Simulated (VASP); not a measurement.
Crystal: C.

```xyz
4
Lattice="2.5032 0.0000 0.0000 -1.2516 2.1678 0.0000 0.0000 0.0000 4.3114" Properties=species:S:1:pos:R:3 pbc="T T T"
C     0.0000    1.4452   -0.0016
C     1.2516    0.7226    2.1541
C     0.0000    1.4452    1.6184
C     1.2516    0.7226    3.7742
```

This cell differs from its parent crystal: uniaxial z strain +3.4%.

Base run:

```yaml
Program: VASP 6.6.1
Functional: r2SCAN
Potentials_or_basis: VASP PAW PBE potentials, release 64 (C)
Cutoff: 520 eV
k_mesh: 12 × 12 × 6
Occupations: gaussian, width 0.01 eV
Spin: no spin polarisation
```

Its results: band gap on the k mesh 3.76 eV, indirect (least direct gap 4.51 eV); pressure -12.5 GPa; largest force 0.021 eV/Å.

Problem. The run is repeated on the same cell with these changes: potentials or basis from VASP PAW PBE potentials, release 64 (C) to VASP PAW PBE potentials, release 64 (C_h); cutoff from 520 eV to 910 eV; further incar settings from ALGO = Normal; EDIFF = 1e-07; NBANDS = 16 to ALGO = Normal; EDIFF = 1e-06; NBANDS = 16. What comes out?

Solution. Band gap on the k mesh 3.78 eV, indirect (least direct gap 4.55 eV); pressure -14.3 GPa; largest force 0.007 eV/Å.

Caveats: the PAW data sets were made with another functional, which shifts forces and pressure a little; the cutoff is under 1.25 times the usual one of these potentials, so pressure, stress and relaxed cells hold a basis-set (Pulay) error (some runs).

A k mesh can miss the band edges.
